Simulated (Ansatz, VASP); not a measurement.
**Ti: VASP beside Ansatz**

Contents of INCAR:

```
SYSTEM = Ti
ALGO     = Fast           ! electronic algorithm
EDIFF    = 1E-6           ! SCF threshold, eV
ENCUT    = 520            ! plane-wave cutoff, eV
GGA      = PE             ! functional
ISIF     = 2              ! what is computed and relaxed
ISMEAR   = 0              ! smearing method
LASPH    = .True.         ! aspherical terms in the spheres
LCHARG   = .False.        ! write CHGCAR
LREAL    = .False.        ! projectors in reciprocal space
LWAVE    = .False.        ! write WAVECAR
NBANDS   = 25             ! bands
NELM     = 60             ! most SCF steps
PREC     = Accurate       ! precision mode
SIGMA    = 0.15           ! smearing width, eV
```

File KPOINTS:

```
k-points
0
Gamma
  12 12 14
  0 0 0
```

POSCAR

```
Ti
1.0
    4.5790987804      0.0000000000      0.0000000000
   -2.2895493902      3.9656158702      0.0000000000
    0.0000000000      0.0000000000      2.8317615649
Ti
3
Direct
    0.0000000000      0.0000000000      0.0000000000
    0.3333333333      0.6666666667      0.5000000000
    0.6666666667      0.3333333333      0.5000000000
```

Input for Ansatz:

```yaml
crystal:
  lattice:
    - [4.5790987804, 0.0, 0.0]
    - [-2.2895493902, 3.9656158702, 0.0]
    - [0.0, 0.0, 2.8317615649]
  atoms:
    - { symbol: Ti, position: [0.0, 0.0, 0.0] }
    - { symbol: Ti, position: [0.3333333333, 0.6666666667, 0.5] }
    - { symbol: Ti, position: [0.6666666667, 0.3333333333, 0.5] }
basis:
  ecutwfc: 520.0
kpoints:
  mp_grid: { grid: [12, 12, 14] }
hamiltonian:
  xc: pbe
  pseudopotentials: { kind: paw, azcp: { folder: soft_1 } }
scf:
  occupations: { method: gaussian, width: 0.15 }
output:
  forces: true
  stress: true
  eigenvalues: true
```

Alike in both runs: task single point; functional PBE; k mesh 12 × 12 × 14; occupations gaussian, width 0.15 eV; no spin polarisation.

|  | VASP | Ansatz |
| --- | --- | --- |
| version | VASP 6.6.1 | Ansatz 0.2.0 |
| potentials or method | VASP PAW PBE potentials, release 64 (Ti_sv), cutoff 520 eV | scalar-relativistic, plane waves, PAW |
| valence electrons in the cell | 36 | 36 |

```tsv
	VASP	Ansatz	Ansatz less VASP
gap on the k mesh at the Fermi level (eV)	none	none	-
pressure (GPa)	-0.3	0.0	+0.27
```

A gap of «none» marks a metal or a gap that the smearing closes.
